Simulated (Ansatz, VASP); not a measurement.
## Two plane-wave programs on CdAgF4

```xyz
6
Lattice="4.1580 0.0000 0.0000 0.0000 4.1580 0.0000 0.0000 0.0000 6.6495" Properties=species:S:1:pos:R:3 pbc="T T T"
Cd    0.0000    0.0000    0.0000
Ag    2.0790    2.0790    3.3247
F     0.0000    0.0000    4.5495
F     2.0790    0.0000    0.0000
F     0.0000    2.0790    0.0000
F     0.0000    0.0000    2.1000
```

Alike in both runs: task relaxation of cell and atoms; functional PBE; k mesh 10 × 10 × 6; occupations gaussian, width 0.1 eV; no spin polarisation.

```csv
,VASP,Ansatz
version,VASP 6.6.1,Ansatz 0.2.0
potentials or method,"VASP PAW PBE potentials, release 64 (Cd, Ag, F), cutoff 600 eV","scalar-relativistic, plane waves, PAW"
valence electrons in the cell,51,67
```

Ansatz gave:

* gap on the k mesh at the Fermi level, each at its own relaxed structure (eV): none
* relaxed volume (Å³/atom): 19.06
* relaxed cell length with the largest relative difference (Å): 4.179

**Question.** Estimate VASP's values.

**Answer.** gap on the k mesh at the Fermi level, each at its own relaxed structure (eV): none; relaxed volume (Å³/atom): 19.20; relaxed cell length with the largest relative difference (Å): 4.193.

A gap of «none» marks a metal or a gap that the smearing closes. VASP's potentials hold 51 valence electrons a cell and Ansatz's 67, so a difference there can come from the potentials and not from the codes.
